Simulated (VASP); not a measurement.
# ZnCoC4N4 (P-43m) in VASP: a series of runs

ZnCoC4N4 is run at these levels: PBE; tasks: single point.

Everything below comes from runs of VASP 6.6.1. Logs are shortened: lines on timing, memory, paths and dates and some standing lists are left out, and cuts for length are marked.

### Step 1. The cell of the first run

It takes space group P-43m (No. 215, cubic). Conventional cell: a = 5.883 Å, b = 5.883 Å, c = 5.883 Å, α = 90.00°, β = 90.00°, γ = 90.00°. Within 2.5 Å of Zn (site symmetry -43m) lie 4 C at 1.92 Å. Co (site symmetry -43m) has 4 N at 2.01 Å within 2.7 Å. C (site symmetry 3m) has 1 N at 1.17 Å within 1.6 Å. N (site symmetry 3m) has 1 C at 1.17 Å within 1.6 Å.

### Step 2. Single point, PBE, collinear spin, ferromagnetic start

The input, INCAR:

```
PREC = Accurate
ENCUT = 520
EDIFF = 1E-6
ISMEAR = 0
SIGMA = 0.1
LREAL = F
LASPH = T
NELM = 150
ALGO = Normal
ISIF = 2
LWAVE = F
LCHARG = T
ISPIN = 2
MAGMOM = 0 3 0 0 0 0 0 0 0 0
LORBIT = 11
LMAXMIX = 4
GGA = PE
LELF = T
LVHAR = T
NBANDS = 44
```

The input, KPOINTS:

```
Automatic mesh
0
Gamma
  4 4 4
```

The input, POSCAR:

```
ZnCoC4N4
1.0
    5.8826218900      0.0000000000      0.0000000000
    0.0000000000      5.8826218900      0.0000000000
    0.0000000000      0.0000000000      5.8826218900
Zn Co C N
1 1 4 4
Direct
    0.0000000000      0.0000000000      0.0000000000
    0.5000000000      0.5000000000      0.5000000000
    0.1881440800      0.1881440800      0.1881440800
    0.1881440800      0.8118559200      0.8118559200
    0.8118559200      0.1881440800      0.8118559200
    0.8118559200      0.8118559200      0.1881440800
    0.3029738000      0.3029738000      0.3029738000
    0.3029738000      0.6970262000      0.6970262000
    0.6970262000      0.3029738000      0.6970262000
    0.6970262000      0.6970262000      0.3029738000
```

Potentials or basis: VASP PAW PBE potentials, release 64 (Zn, Co, C, N).

The run is started by

```sh
> cat potpaw_PBE.64/Zn/POTCAR potpaw_PBE.64/Co/POTCAR potpaw_PBE.64/C/POTCAR potpaw_PBE.64/N/POTCAR > POTCAR
> mpirun -np 1 vasp_std > vasp.out
```

OUTCAR:

```text
PREC = Accurate
   ENCUT = 520
   EDIFF = 1E-6
   ISMEAR = 0
   LREAL = F
   LASPH = T
   NELM = 150
   ISIF = 2
   ISPIN = 2
   LORBIT = 11
   GGA = PE

 ion  position               nearest neighbor table
   1  0.000  0.000  0.000-   3 1.92   4 1.92   5 1.92   6 1.92
   2  0.500  0.500  0.500-   7 2.01   8 2.01   9 2.01  10 2.01
   3  0.188  0.188  0.188-   7 1.17   1 1.92
   4  0.188  0.812  0.812-   8 1.17   1 1.92
   5  0.812  0.188  0.812-   9 1.17   1 1.92
   6  0.812  0.812  0.188-  10 1.17   1 1.92
   7  0.303  0.303  0.303-   3 1.17   2 2.01
   8  0.303  0.697  0.697-   4 1.17   2 2.01
   9  0.697  0.303  0.697-   5 1.17   2 2.01
  10  0.697  0.697  0.303-   6 1.17   2 2.01

  LATTYP: Found a simple cubic cell.
 ALAT       =     5.8826218900

  Lattice vectors:

 A1 = (   5.8826218900,   0.0000000000,   0.0000000000)
 A2 = (   0.0000000000,   5.8826218900,   0.0000000000)
 A3 = (   0.0000000000,   0.0000000000,   5.8826218900)

Analysis of symmetry for initial positions (statically):
=====================================================================
 Subroutine PRICEL returns:
 Original cell was already a primitive cell.

 Routine SETGRP: Setting up the symmetry group for a
 simple cubic supercell.

 Subroutine GETGRP returns: Found 24 space group operations
 (whereof 24 operations were pure point group operations)
 out of a pool of 48 trial point group operations.

The static configuration has the point symmetry T_d .

Analysis of symmetry for dynamics (positions and initial velocities):
=====================================================================
 Subroutine PRICEL returns:
 Original cell was already a primitive cell.

 Routine SETGRP: Setting up the symmetry group for a
 simple cubic supercell.

 Subroutine GETGRP returns: Found 24 space group operations
 (whereof 24 operations were pure point group operations)
 out of a pool of 48 trial point group operations.

The dynamic configuration has the point symmetry T_d .

Analysis of structural, dynamic, and magnetic symmetry:
=====================================================================
 Subroutine PRICEL returns:
 Original cell was already a primitive cell.

 Routine SETGRP: Setting up the symmetry group for a
 simple cubic supercell.

[... 150 lines left out ...]
  free energy    TOTEN  =       -74.61212480 eV

  energy without entropy =      -74.61212480  energy(sigma->0) =      -74.61212480

 E-fermi :  -1.5505     XC(G=0):  -7.1231

 val. band max:       -2.0800314587   @ k =   0.5000   0.5000   0.0000
 cond. band min:      -0.6630275480   @ k =   0.0000   0.0000   0.0000
 fundamental gap:      1.4170039106
 Fermi energy:        -1.5504727046

 spin component 1

 k-point     1 :       0.0000    0.0000    0.0000
  band No.  band energies     occupation
      1     -18.8763      1.00000
      2     -18.7528      1.00000
      3     -18.7528      1.00000
      4     -18.7528      1.00000
      5      -9.7421      1.00000
      6      -8.9197      1.00000
[... 419 lines left out ...]
     39       5.7247      0.00000
     40       6.1574      0.00000
 Fermi energy:        -1.5504727046

 spin component 2

 k-point     1 :       0.0000    0.0000    0.0000
  band No.  band energies     occupation
      1     -18.8064      1.00000
      2     -18.6831      1.00000
      3     -18.6831      1.00000
      4     -18.6831      1.00000
      5      -9.6437      1.00000
      6      -8.8178      1.00000
[... 419 lines left out ...]
     39       6.2546      0.00000
     40       6.2826      0.00000
 [bands above 40 left out]

------------------------ aborting loop because EDIFF is reached ----------------------------------------

  FORCE on cell =-STRESS in cart. coord.  units (eV):
  Direction    XX          YY          ZZ          XY          YZ          ZX
  --------------------------------------------------------------------------------------
  -------------------------------------------------------------------------------------
  Total        0.4820587      0.4820587      0.4820587     -0.0000000     -0.0000000      0.0000000
  in kB        3.7940029      3.7940029      3.7940029     -0.0000000     -0.0000000      0.0000000
  external PRESSURE =       3.7940029 kB  Pullay stress =       0.0000000 kB

 VOLUME and BASIS-vectors are now :
 -----------------------------------------------------------------------------
  energy-cutoff  :      520.00
  volume of cell :      203.57
      direct lattice vectors                 reciprocal lattice vectors
     5.882621890  0.000000000  0.000000000     0.169992228  0.000000000  0.000000000
     0.000000000  5.882621890  0.000000000     0.000000000  0.169992228  0.000000000
     0.000000000  0.000000000  5.882621890     0.000000000  0.000000000  0.169992228

 POSITION                                       TOTAL-FORCE (eV/Angst)
 -----------------------------------------------------------------------------------
      0.00000      0.00000      0.00000         0.000000      0.000000      0.000000
      2.94131      2.94131      2.94131         0.000000      0.000000      0.000000
      1.10678      1.10678      1.10678         0.767533      0.767533      0.767533
      1.10678      4.77584      4.77584         0.767533     -0.767533     -0.767533
      4.77584      1.10678      4.77584        -0.767533      0.767533     -0.767533
      4.77584      4.77584      1.10678        -0.767533     -0.767533      0.767533
      1.78228      1.78228      1.78228         0.359299      0.359299      0.359299
      1.78228      4.10034      4.10034         0.359299     -0.359299     -0.359299
      4.10034      1.78228      4.10034        -0.359299      0.359299     -0.359299
      4.10034      4.10034      1.78228        -0.359299     -0.359299      0.359299
 -----------------------------------------------------------------------------------
    total drift:                               -0.000000     -0.000000      0.000000

  FREE ENERGIE OF THE ION-ELECTRON SYSTEM (eV)
  ---------------------------------------------------
  free  energy   TOTEN  =       -74.6121247996 eV

  energy  without entropy=      -74.6121247996  energy(sigma->0) =      -74.61212480

 total charge

# of ion       s       p       d       tot
------------------------------------------
    1        0.588   0.838   9.786  11.213
    2        0.336   0.427   7.029   7.792
    3        0.964   1.628   0.000   2.591
    4        0.964   1.628   0.000   2.591
    5        0.964   1.628   0.000   2.591
    6        0.964   1.628   0.000   2.591
    7        1.297   2.587   0.000   3.884
    8        1.297   2.587   0.000   3.884
    9        1.297   2.587   0.000   3.884
   10        1.297   2.587   0.000   3.884
--------------------------------------------------
tot          9.968  18.125  16.815  44.908

 magnetization (x)

# of ion       s       p       d       tot
------------------------------------------
    1        0.001   0.004   0.005   0.009
    2        0.011   0.057   2.495   2.563
    3        0.003   0.020   0.000   0.023
    4        0.003   0.020   0.000   0.023
    5        0.003   0.020   0.000   0.023
    6        0.003   0.020   0.000   0.023
    7        0.010   0.028   0.000   0.038
    8        0.010   0.028   0.000   0.038
    9        0.010   0.028   0.000   0.038
   10        0.010   0.028   0.000   0.038
--------------------------------------------------
tot          0.062   0.254   2.500   2.816
```

OSZICAR:

```text
N       E                     dE             d eps       ncg     rms          rms(c)
DAV:   1     0.476109299838E+03    0.47611E+03   -0.24597E+04  1760   0.123E+03
DAV:   2    -0.571380922826E+01   -0.48182E+03   -0.44320E+03  1904   0.312E+02
DAV:   3    -0.840853070906E+02   -0.78371E+02   -0.76594E+02  2192   0.137E+02
[... 11 lines left out ...]
DAV:  15    -0.746121040407E+02   -0.15755E-03   -0.53249E-04  2028   0.158E-01    0.537E-02
DAV:  16    -0.746121180670E+02   -0.14026E-04   -0.39735E-05  2296   0.103E-01    0.324E-02
DAV:  17    -0.746121232550E+02   -0.51880E-05   -0.21917E-05  2392   0.631E-02    0.109E-02
DAV:  18    -0.746121243208E+02   -0.10658E-05   -0.86448E-06  2152   0.360E-02    0.682E-03
DAV:  19    -0.746121247996E+02   -0.47876E-06   -0.94639E-07  1388   0.126E-02
   1 F= -.74612125E+02 E0= -.74612125E+02  d E =-.537309E-14  mag=     3.0001
```

It took 4.8 min on 1 thread of Intel Xeon Platinum 8259CL at 2.50GHz (Skylake/Cascade Lake), shared host; peak memory 0.48 GiB.

Results:

| Quantity | Value |
| --- | --- |
| Free energy | -74.6121 eV |
| Pressure | 0.4 GPa |
| Largest force | 1.329 eV/Å |
| Band gap on the k mesh | 1.42 eV (least direct gap 1.49 eV) |
| Net moment | 3.00 μB per cell |
| Site moments | Zn +0.01; Co +2.56; C +0.02; N +0.04 μB |
| Valence electrons inside the program's atomic spheres | Zn 11.21; Co 7.79; C 2.59; N 3.88 |

Forces in eV/Å, atoms in the order of the input:
```
Zn   0.000  0.000  0.000
Co   0.000  0.000  0.000
C    0.768  0.768  0.768
C    0.768 -0.768 -0.768
C   -0.768  0.768 -0.768
C   -0.768 -0.768  0.768
N    0.359  0.359  0.359
N    0.359 -0.359 -0.359
N   -0.359  0.359 -0.359
N   -0.359 -0.359  0.359
```

Levels at points of the mesh, in eV from the valence-band top:
Spin up:
| k point | band 27 | band 28 | band 29 | band 30 | band 31 | band 32 | band 33 | band 34 |
| --- | --- | --- | --- | --- | --- | --- | --- | --- |
| (0.00, 0.00, 0.00) | -1.33 | -1.33 | -1.33 | -1.33 | 4.49 | 4.49 | 4.49 | 5.19 |
| (0.50, 0.00, 0.00) | -1.26 | -1.14 | -0.91 | -0.91 | 4.60 | 4.60 | 4.83 | 4.95 |
| (0.50, 0.50, 0.00) | -1.20 | -1.19 | -0.91 | -0.91 | 4.84 | 4.87 | 4.93 | 4.93 |
| (0.50, 0.50, 0.50) | -1.32 | -1.32 | -1.22 | -1.22 | 4.91 | 4.91 | 4.91 | 5.28 |
Spin down:
```
           k point  band 23  band 24  band 25  band 26  band 27  band 28  band 29  band 30  band 31  band 32
(0.00, 0.00, 0.00)    -1.86    -1.86    -1.86    -0.07    -0.07     1.42     1.42     1.42     4.77     4.77
(0.50, 0.00, 0.00)    -2.00    -1.79    -1.79    -0.02    -0.01     1.53     1.61     1.61     4.75     4.75
(0.50, 0.50, 0.00)    -2.09    -1.77    -1.77    -0.02     0.00     1.51     1.63     1.63     4.96     5.00
(0.50, 0.50, 0.50)    -1.92    -1.92    -1.92    -0.03    -0.03     1.50     1.50     1.50     5.11     5.11
```

Caveat: a cell with one magnetic atom can't hold antiferromagnetic order, which such compounds often take; forces of over 1 eV/Å act on the atoms, so gaps and moduli don't describe the material at rest. A k mesh can miss the band edges.

### Step 3. Single point, PBE, collinear spin, ferromagnetic start

The input, INCAR:

```
SYSTEM = ZnCoC4N4
  PREC = Accurate
  ENCUT = 520
  EDIFF = 1E-7
  ISMEAR = 0
  SIGMA = 0.1
  LREAL = .False.
  LASPH = .True.
  NELM = 150
  ALGO = Normal
  ISIF = 2
  LWAVE = .False.
  LCHARG = .False.
  ISPIN = 2
  MAGMOM = 0 3 0 0 0 0 0 0 0 0
  LORBIT = 11
  LMAXMIX = 4
  GGA = PE
  NBANDS = 44
```

The input, KPOINTS:

```
Automatic mesh
0
Gamma
  4 4 4
  0 0 0
```

The input, POSCAR:

```
ZnCoC4N4
1.0
    5.8861597118      0.0000000000      0.0000000000
    0.0000000000      5.8861597118      0.0000000000
    0.0000000000      0.0000000000      5.8861597118
Zn Co C N
1 1 4 4
Direct
    0.0000000000      0.0000000000      0.0000000000
    0.5000000000      0.5000000000      0.5000000000
    0.1970420658      0.1970420658      0.1970420658
    0.1970420658      0.8029579342      0.8029579342
    0.8029579342      0.1970420658      0.8029579342
    0.8029579342      0.8029579342      0.1970420658
    0.3114067631      0.3114067631      0.3114067631
    0.3114067631      0.6885932369      0.6885932369
    0.6885932369      0.3114067631      0.6885932369
    0.6885932369      0.6885932369      0.3114067631
```

Potentials or basis: VASP PAW PBE potentials, release 64 (Zn, Co, C, N).

The run is started by

```sh
> cat potpaw_PBE.64/Zn/POTCAR potpaw_PBE.64/Co/POTCAR potpaw_PBE.64/C/POTCAR potpaw_PBE.64/N/POTCAR > POTCAR
> mpirun -np 1 vasp_std > vasp.out
```

OUTCAR:

```text
SYSTEM = ZnCoC4N4
   PREC = Accurate
   ENCUT = 520
   EDIFF = 1E-7
   ISMEAR = 0
   LREAL = .False.
   LASPH = .True.
   NELM = 150
   ISIF = 2
   ISPIN = 2
   LORBIT = 11
   GGA = PE

 ion  position               nearest neighbor table
   1  0.000  0.000  0.000-   3 2.01   4 2.01   5 2.01   6 2.01
   2  0.500  0.500  0.500-   7 1.92   8 1.92   9 1.92  10 1.92
   3  0.197  0.197  0.197-   7 1.17   1 2.01
   4  0.197  0.803  0.803-   8 1.17   1 2.01
   5  0.803  0.197  0.803-   9 1.17   1 2.01
   6  0.803  0.803  0.197-  10 1.17   1 2.01
   7  0.311  0.311  0.311-   3 1.17   2 1.92
   8  0.311  0.689  0.689-   4 1.17   2 1.92
   9  0.689  0.311  0.689-   5 1.17   2 1.92
  10  0.689  0.689  0.311-   6 1.17   2 1.92

  LATTYP: Found a simple cubic cell.
 ALAT       =     5.8861597118

  Lattice vectors:

 A1 = (   5.8861597118,   0.0000000000,   0.0000000000)
 A2 = (   0.0000000000,   5.8861597118,   0.0000000000)
 A3 = (   0.0000000000,   0.0000000000,   5.8861597118)

Analysis of symmetry for initial positions (statically):
=====================================================================
 Subroutine PRICEL returns:
 Original cell was already a primitive cell.
[... 1075 lines left out ...]
     0.000000000  5.886159712  0.000000000     0.000000000  0.169890055  0.000000000
     0.000000000  0.000000000  5.886159712     0.000000000  0.000000000  0.169890055

 POSITION                                       TOTAL-FORCE (eV/Angst)
 -----------------------------------------------------------------------------------
      0.00000      0.00000      0.00000        -0.000000     -0.000000      0.000000
      2.94308      2.94308      2.94308        -0.000000     -0.000000      0.000000
      1.15982      1.15982      1.15982        -0.193505     -0.193505     -0.193505
      1.15982      4.72634      4.72634        -0.193505      0.193505      0.193505
      4.72634      1.15982      4.72634         0.193505     -0.193505      0.193505
      4.72634      4.72634      1.15982         0.193505      0.193505     -0.193505
      1.83299      1.83299      1.83299         0.218543      0.218543      0.218543
      1.83299      4.05317      4.05317         0.218543     -0.218543     -0.218543
      4.05317      1.83299      4.05317        -0.218543      0.218543     -0.218543
      4.05317      4.05317      1.83299        -0.218543     -0.218543      0.218543
 -----------------------------------------------------------------------------------
    total drift:                                0.000000      0.000000      0.000000

  FREE ENERGIE OF THE ION-ELECTRON SYSTEM (eV)
  ---------------------------------------------------
  free  energy   TOTEN  =       -74.9609628927 eV

  energy  without entropy=      -74.9609628927  energy(sigma->0) =      -74.96096289

 total charge

# of ion       s       p       d       tot
------------------------------------------
    1        0.524   0.661   9.778  10.964
    2        0.393   0.546   7.093   8.032
    3        0.961   1.620   0.000   2.581
    4        0.961   1.620   0.000   2.581
    5        0.961   1.620   0.000   2.581
    6        0.961   1.620   0.000   2.581
    7        1.301   2.605   0.000   3.907
    8        1.301   2.605   0.000   3.907
    9        1.301   2.605   0.000   3.907
   10        1.301   2.605   0.000   3.907
--------------------------------------------------
tot          9.964  18.109  16.871  44.944

 magnetization (x)

# of ion       s       p       d       tot
------------------------------------------
    1        0.001   0.003   0.004   0.008
    2        0.011   0.079   2.402   2.491
    3        0.004   0.028   0.000   0.032
    4        0.004   0.028   0.000   0.032
    5        0.004   0.028   0.000   0.032
    6        0.004   0.028   0.000   0.032
    7        0.010   0.027   0.000   0.038
    8        0.010   0.027   0.000   0.038
    9        0.010   0.027   0.000   0.038
   10        0.010   0.027   0.000   0.038
--------------------------------------------------
tot          0.068   0.302   2.406   2.776
```

OSZICAR:

```text
N       E                     dE             d eps       ncg     rms          rms(c)
DAV:   1     0.476314812506E+03    0.47631E+03   -0.24828E+04  1760   0.123E+03
DAV:   2    -0.519988589502E+01   -0.48151E+03   -0.44279E+03  1892   0.313E+02
DAV:   3    -0.843434561585E+02   -0.79144E+02   -0.77274E+02  2184   0.138E+02
[... 11 lines left out ...]
DAV:  15    -0.749609764205E+02   -0.11313E-03   -0.16174E-04  1996   0.107E-01    0.107E-01
DAV:  16    -0.749609762937E+02    0.12674E-06   -0.80857E-05  2388   0.708E-02    0.487E-02
DAV:  17    -0.749609633281E+02    0.12966E-04   -0.32575E-05  2548   0.794E-02    0.226E-02
DAV:  18    -0.749609624122E+02    0.91589E-06   -0.19728E-05  2776   0.442E-02    0.107E-02
DAV:  19    -0.749609628167E+02   -0.40449E-06   -0.31451E-06  2404   0.112E-02    0.641E-03
DAV:  20    -0.749609628927E+02   -0.76008E-07   -0.24942E-07  1712   0.865E-03
   1 F= -.74960963E+02 E0= -.74960963E+02  d E =-.631009E-13  mag=     3.0001
```

It took 5.9 min on 1 thread of Intel Xeon Platinum 8259CL at 2.50GHz (Skylake/Cascade Lake), shared host; peak memory 0.48 GiB.

Results:

```yaml
Free_energy: -74.9610 eV
Pressure: 0.5 GPa
Largest_force: 0.379 eV/Å
Band_gap_on_the_k_mesh: 1.44 eV (least direct gap 1.54 eV)
Net_moment: 3.00 μB per cell
Site_moments: Zn +0.01; Co +2.49; C +0.03; N +0.04 μB
Valence_electrons_inside_the_program's_atomic_spheres: Zn 10.96; Co 8.03; C 2.58; N 3.91
```

Forces on the atoms (eV/Å):
```
Zn   0.000  0.000  0.000
Co   0.000  0.000  0.000
C   -0.194 -0.194 -0.194
C   -0.194  0.194  0.194
C    0.194 -0.194  0.194
C    0.194  0.194 -0.194
N    0.219  0.219  0.219
N    0.219 -0.219 -0.219
N   -0.219  0.219 -0.219
N   -0.219 -0.219  0.219
```

Caveat: a cell with one magnetic atom can't hold antiferromagnetic order, which such compounds often take.
